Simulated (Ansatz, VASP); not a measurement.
# Two plane-wave programs on As

```
As
1.0
     1.90361    1.09905    3.60816
    -1.90361    1.09905    3.60816
     0.00000   -2.19810    3.60816
As
2
Direct
  0.77371 0.77371 0.77371
  0.22629 0.22629 0.22629
```

Alike in both runs: task single point; functional PBE; k mesh 3 × 3 × 3; occupations fermi-dirac, width 0.1 eV; no spin polarisation.

|  | VASP | Ansatz |
| --- | --- | --- |
| version | VASP 6.6.1 | Ansatz 0.2.0 |
| potentials or method | VASP PAW PBE potentials, release 64 (As), cutoff 520 eV | plane waves (420 eV) with PAW, scalar-relativistic |
| valence electrons in the cell | 10 | 30 |

Ansatz gave:

| Item | Value |
| --- | --- |
| pressure (GPa) | 0.3 |
| traceless stress, the component that is largest in VASP (GPa) | -4.21 |

Problem. Estimate VASP's values.

Solution. Pressure (GPa): 0.5; traceless stress, the component that is largest in VASP (GPa): -4.28.

VASP's potentials hold 10 valence electrons a cell and Ansatz's 30, so a difference there can come from the potentials and not from the codes.

The k mesh is coarse, so the values compare programs but aren't converged.
